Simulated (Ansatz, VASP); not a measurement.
**One calculation of AlCo, two programs**

```
CELL_PARAMETERS angstrom
2.59385 0.00000 0.00000
0.00000 2.59385 0.00000
0.00000 0.00000 2.70663
ATOMIC_POSITIONS crystal
Al 0.00000 0.00000 0.00000
Co 0.50000 0.50000 0.50000
```

Change from the starting cell: strain -0.080 along x and y, -0.040 along z, atoms carried along.

Alike in both runs: task single point; functional PBEsol; k mesh 16 × 16 × 16; occupations gaussian, width 0.15 eV; no spin polarisation.

```csv
,VASP,Ansatz
version,VASP 6.6.1,Ansatz 0.2.0
potentials or method,"VASP PAW PBE potentials, release 64 (Al, Co), cutoff 520 eV","scalar-relativistic, plane waves, PAW"
valence electrons in the cell,12,20
```

VASP gave:

```
gap on the k mesh at the Fermi level (eV)                     : none
pressure (GPa)                                                : 64.1
traceless stress, the component that is largest in VASP (GPa) : -8.19
```

Question: Which values does Ansatz return?

Answer: gap on the k mesh at the Fermi level (eV): none; pressure (GPa): 64.3; traceless stress, the component that is largest in VASP (GPa): -8.18.

VASP's potentials were made for PBE, not for PBEsol. A gap of «none» marks a metal or a gap that the smearing closes. Both programs put the cell under a high pressure, so it lies far from rest at this level. VASP's potentials hold 12 valence electrons a cell and Ansatz's 20, so a difference there can come from the potentials and not from the codes.

Noted on VASP's run: the cell as given lies far from equilibrium.
